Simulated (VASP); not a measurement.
Set up this calculation in VASP 6.6.1, as the native input.

| Property | Result |
| --- | --- |
| Task | single point |
| Functional | PBEsol |
| Potentials or basis | VASP PAW PBE potentials, release 64 (I) |
| Cutoff | 520 eV |
| k mesh | 12 × 12 × 12 |
| Occupations | fermi-dirac, width 0.1 eV |
| Spin | no spin polarisation |
| Dipole correction | no |
| Further INCAR settings | ALGO = Normal; EDIFF = 1e-07; NBANDS = 14 |

The structure of I lies in POSCAR:

```
I
1.0
    0.0000000000      2.7639474085      2.7639474085
    2.7639474085      0.0000000000      2.7639474085
    2.7639474085      2.7639474085      0.0000000000
I
2
Direct
   -0.1250000000     -0.1250000000     -0.1250000000
    0.1250000000      0.1250000000      0.1250000000
```

One way to write it, as run:

INCAR

```
ALGO = Normal ; EDIFF = 1E-7
ENCUT = 520 ; GGA = PS
ISIF = 2 ; ISMEAR = -1
LASPH = True ; LCHARG = False
LREAL = False ; LWAVE = False
NBANDS = 14 ; NELM = 80
PREC = Accurate ; SIGMA = 0.1
```

KPOINTS

```
k-points
0
Gamma
  12 12 12
```

Potentials or basis: VASP PAW PBE potentials, release 64 (I).

Run with:

```sh
$ cat potpaw_PBE.64/I/POTCAR > POTCAR
$ mpirun -np 1 vasp_std > vasp.out
```

It gave:

```json
{"Pressure": "120.8 GPa", "Band gap on the k mesh": "zero (bands 7 and 8 overlap by 6.97 eV)"}
```

Caveat: the cell stands under pressure; the PAW data sets were made with another functional, which shifts forces and pressure a little; spin-orbit coupling is left out, which moves the levels of the heavy elements.

It took 54 s on 1 thread of Intel Xeon 8259CL (shared host), peak memory 0.19 GiB.
